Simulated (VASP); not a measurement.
# BaTiO3: single point with r2SCAN

The system is BaTiO3.

```
Ba Ti O
1.0
     3.97856    0.00000    0.00000
     0.00000    3.97856    0.00000
     0.00000    0.00000    4.34569
Ba Ti O
1 1 3
Direct
  0.00000 0.00000 0.98020
  0.50000 0.50000 0.46480
  0.50000 0.50000 0.05350
  0.50000 0.00000 0.52225
  0.00000 0.50000 0.52225
```

```
Program                : VASP 6.6.1
Task                   : single point
Functional             : r2SCAN
Potentials or basis    : VASP PAW PBE potentials, release 64 (Ba_sv, Ti_sv, O)
Cutoff                 : 520 eV
k mesh                 : 8 × 8 × 8
Occupations            : gaussian, width 0.02 eV
Spin                   : no spin polarisation
Dipole correction      : no
Further INCAR settings : ALGO = Normal; EDIFF = 1e-06; NBANDS = 28
```

```json
{
  "Pressure": "-3.2 GPa",
  "Largest force": "0.198 eV/Å",
  "Band gap on the k mesh": "2.19 eV (least direct gap 2.87 eV)"
}
```

Forces in eV/Å, atoms in the order of the input:
```
Ba   0.000  0.000  0.056
Ti   0.000  0.000  0.198
O    0.000  0.000 -0.191
O    0.000  0.000 -0.032
O    0.000  0.000 -0.032
```

Stress tensor (GPa, compression positive):
```
-3.25  0.00  0.00
 0.00 -3.25  0.00
 0.00  0.00 -2.99
```

Levels at points of the mesh, in eV from the valence-band top:
| k point | band 16 | band 17 | band 18 | band 19 | band 20 | band 21 | band 22 | band 23 | band 24 | band 25 |
| --- | --- | --- | --- | --- | --- | --- | --- | --- | --- | --- |
| (0.00, 0.00, 0.00) | -2.09 | -1.49 | -1.37 | -0.67 | -0.67 | 2.19 | 3.02 | 3.02 | 4.28 | 4.57 |
| (0.50, 0.00, 0.00) | -2.05 | -2.02 | -1.95 | -1.75 | -1.73 | 3.05 | 3.73 | 3.86 | 4.37 | 5.63 |
| (0.50, 0.50, 0.00) | -3.20 | -2.33 | -1.26 | -1.26 | -0.05 | 3.91 | 3.91 | 4.07 | 4.27 | 7.71 |
| (0.00, 0.00, 0.50) | -2.37 | -2.18 | -2.04 | -0.78 | -0.78 | 2.29 | 3.75 | 3.75 | 4.30 | 6.08 |
| (0.50, 0.00, 0.50) | -2.56 | -2.03 | -1.40 | -1.25 | -0.76 | 3.76 | 3.80 | 3.94 | 5.07 | 7.01 |
| (0.50, 0.50, 0.50) | -2.81 | -2.81 | -0.73 | -0.73 | 0.00 | 4.18 | 4.18 | 4.37 | 6.07 | 6.77 |

Wall time 6 min on 1 thread of Intel(R) Xeon(R) Platinum 8488C (Sapphire Rapids), on a shared host, peak memory 0.28 GiB.

Caveat: the cell stands under tension; the PAW data sets were made with another functional, which shifts forces and pressure a little; spin-orbit coupling is left out, which moves the levels of the heavy elements. A k mesh can miss the band edges.
